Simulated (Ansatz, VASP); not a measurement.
## TiC: VASP beside Ansatz

```
Ti C
1.0
     0.00000    2.14214    2.14214
     2.14214    0.00000    2.14214
     2.14214    2.14214    0.00000
Ti C
1 1
Direct
  0.00000 0.00000 0.00000
  0.50000 0.50000 0.50000
```

Change from the starting cell: volume scaled by 0.97.

Alike in both runs: task single point; functional PBEsol; k mesh 16 × 16 × 16; occupations fermi-dirac, width 0.03 eV; no spin polarisation.

```csv
,VASP,Ansatz
version,VASP 6.6.1,Ansatz 0.2.0
potentials or method,"VASP PAW PBE potentials, release 64 (Ti_sv, C), cutoff 520 eV","all-electron LAPW, scalar-relativistic"
```

```csv
,VASP,Ansatz,Ansatz less VASP
pressure (GPa),2.0,1.7,-0.30
```

VASP's potentials were made for PBE, not for PBEsol. Ansatz ran all-electron here, and VASP with PAW potentials.
